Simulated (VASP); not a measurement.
# InSb: electric field gradients with PBE

Crystal: InSb.

```
CELL_PARAMETERS angstrom
0.00000 3.17354 3.17354
3.17354 0.00000 3.17354
3.17354 3.17354 0.00000
ATOMIC_POSITIONS crystal
In 0.00000 0.00000 0.00000
Sb 0.75000 0.75000 0.75000
```

This cell differs from its parent crystal: volume scaled by 0.9405.

- Program: VASP 6.6.1
- Task: electric field gradients
- Functional: PBE
- Potentials or basis: VASP PAW PBE potentials, release 64 (In_d, Sb)
- Cutoff: 520 eV
- k mesh: 10 × 10 × 10
- Occupations: fermi-dirac, width 0.03 eV
- Spin: no spin polarisation
- Dipole correction: no
- Further INCAR settings: ALGO = Normal; EDIFF = 1e-08; NBANDS = 16

```yaml
Pressure: 6.7 GPa
Band_gap_on_the_k_mesh: 0.17 eV, direct
```

Levels at points of the mesh, in eV from the valence-band top:
| k point | band 7 | band 8 | band 9 | band 10 | band 11 | band 12 |
| --- | --- | --- | --- | --- | --- | --- |
| (0.00, 0.00, 0.00) | 0.00 | 0.00 | 0.00 | 0.17 | 2.94 | 2.94 |
| (0.50, 0.00, 0.00) | -5.93 | -1.11 | -1.11 | 0.65 | 3.81 | 3.81 |
| (0.50, 0.50, 0.00) | -6.19 | -2.48 | -2.48 | 1.23 | 1.28 | 8.52 |

Run time: 38 s on 1 thread of Intel(R) Xeon(R) Platinum 8488C (Sapphire Rapids), with other jobs on the host, peak memory 0.23 GiB.

Caveat: without QUAD_EFG the Cq values of the log hold for a quadrupole moment of 1 mb, not for the nuclei; spin-orbit coupling is left out, which moves the levels of the heavy elements. A k mesh can miss the band edges.
